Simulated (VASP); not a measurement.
Wanted: the native input for a VASP 6.6.1 run.

- Task: single point
- Functional: PBE
- Potentials or basis: VASP PAW PBE potentials, release 64 (Mo_sv, Sb)
- Cutoff: 520 eV
- k mesh: 10 × 10 × 10
- Occupations: gaussian, width 0.05 eV
- Spin: no spin polarisation
- Dipole correction: no
- Further INCAR settings: ALGO = Normal; EDIFF = 1e-07; NBANDS = 16

The structure of SbMo lies in POSCAR:

```
SbMo
1.0
    0.0000000000      2.7601270029      2.7601270029
    2.7601270029      0.0000000000      2.7601270029
    2.7601270029      2.7601270029      0.0000000000
Mo Sb
1 1
Direct
    0.5000000000      0.5000000000      0.5000000000
    0.0000000000      0.0000000000      0.0000000000
```

The input as run:

INCAR

```
PREC = Accurate
ENCUT = 520
EDIFF = 1E-7
ISMEAR = 0
SIGMA = 0.05
LREAL = False
LASPH = True
NELM = 100
ALGO = Normal
ISIF = 2
LWAVE = False
LCHARG = False
GGA = PE
NBANDS = 16
```

KPOINTS

```
regular mesh
0
Gamma
  10 10 10
```

Potentials or basis: VASP PAW PBE potentials, release 64 (Mo_sv, Sb).

The run is started by

```sh
$ cat potpaw_PBE.64/Mo_sv/POTCAR potpaw_PBE.64/Sb/POTCAR > POTCAR
$ mpirun -np 1 vasp_std > vasp.out
```

Results of the run:

```yaml
Pressure: -0.1 GPa
```

Wall time 17 s on 1 thread of AMD EPYC 9R45 96-Core Processor (Zen 5), on a shared host, peak memory 0.16 GiB.
